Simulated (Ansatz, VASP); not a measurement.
## BAs: VASP beside Ansatz

File INCAR:

```
SYSTEM = BAs
PREC = Accurate
ENCUT = 520
EDIFF = 1E-8
ISMEAR = -1
SIGMA = 0.05
LREAL = .FALSE.
LASPH = .TRUE.
NELM = 60
ALGO = Normal
ISIF = 2
LWAVE = .FALSE.
LCHARG = .FALSE.
GGA = PE
LEFG = .TRUE.
NBANDS = 11
```

The input KPOINTS:

```
regular mesh
0
G
  13 13 13
  0 0 0
```

The input POSCAR:

```
BAs
1.0
    0.0000000000      2.3562190158      2.3562190158
    2.3562190158      0.0000000000      2.3562190158
    2.3562190158      2.3562190158      0.0000000000
B As
1 1
Direct
    0.0000000000      0.0000000000      0.0000000000
    0.7500000000      0.7500000000      0.7500000000
```

Input for Ansatz:

```yaml
crystal:
  lattice:
    - [0.0, 2.3562190158, 2.3562190158]
    - [2.3562190158, 0.0, 2.3562190158]
    - [2.3562190158, 2.3562190158, 0.0]
  atoms:
    - { symbol: B, position: [0.0, 0.0, 0.0] }
    - { symbol: As, position: [0.75, 0.75, 0.75] }
kpoints:
  mp_grid: { grid: [13, 13, 13] }
scf:
  occupations: { method: fermi_dirac, width: 0.05 }
hamiltonian:
  xc: pbe
  pseudopotentials: { kind: paw }
output:
  forces: true
  stress: true
  eigenvalues: true
  efg: { contact_densities: true }
```

Change from the starting cell: volume scaled by 0.96, PAW files.

Alike in both runs: task electric field gradients; functional PBE; k mesh 13 × 13 × 13; occupations fermi-dirac, width 0.05 eV; no spin polarisation.

|  | VASP | Ansatz |
| --- | --- | --- |
| version | VASP 6.6.1 | Ansatz 0.2.0 |
| potentials or method | VASP PAW PBE potentials, release 64 (B, As) | PAW with Ansatz's default frozen-core files, scalar-relativistic |
| plane-wave cutoff (eV) | 520 | 420 |
| valence electrons in the cell | 8 | 18 |

```tsv
	VASP	Ansatz	Ansatz less VASP
pressure (GPa)	9.9	9.1	-0.81
```

VASP's potentials hold 8 valence electrons a cell and Ansatz's 18, so a difference there can come from the potentials and not from the codes.
